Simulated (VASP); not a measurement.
LiH: single point with PBE

The system is LiH, a slab with vacuum.

```
CELL_PARAMETERS angstrom
9.00000 0.00000 0.00000
0.00000 9.00000 0.00000
0.00000 0.00000 13.79400
ATOMIC_POSITIONS crystal
Li 0.50000 0.50000 0.32625
H 0.50000 0.50000 0.67375
```

```json
{
 "Program": "VASP 6.6.1",
 "Task": "single point",
 "Functional": "PBE",
 "Potentials or basis": "VASP PAW PBE potentials, release 64 (Li_sv, H)",
 "Cutoff": "750 eV",
 "k mesh": "1 × 1 × 1",
 "Occupations": "gaussian, width 0.01 eV",
 "Spin": "no spin polarisation"
}
```

```yaml
Largest_force: 0.296 eV/Å
Band_gap_on_the_k_mesh: 0.24 eV
```

Forces on the atoms (eV/Å):
```
Li   0.000  0.000  0.296
H    0.000  0.000 -0.296
```

Levels at points of the mesh, in eV from the valence-band top:
```csv
k point,band 1,band 2,band 3,band 4,band 5,band 6,band 7
"(0.00, 0.00, 0.00)",-49.97,0.00,0.24,2.19,2.19,2.27,3.36
```

Run time: 8.1 min on 1 thread of Intel(R) Xeon(R) Platinum 8488C (Sapphire Rapids) (shared host), peak memory 1.3 GiB.
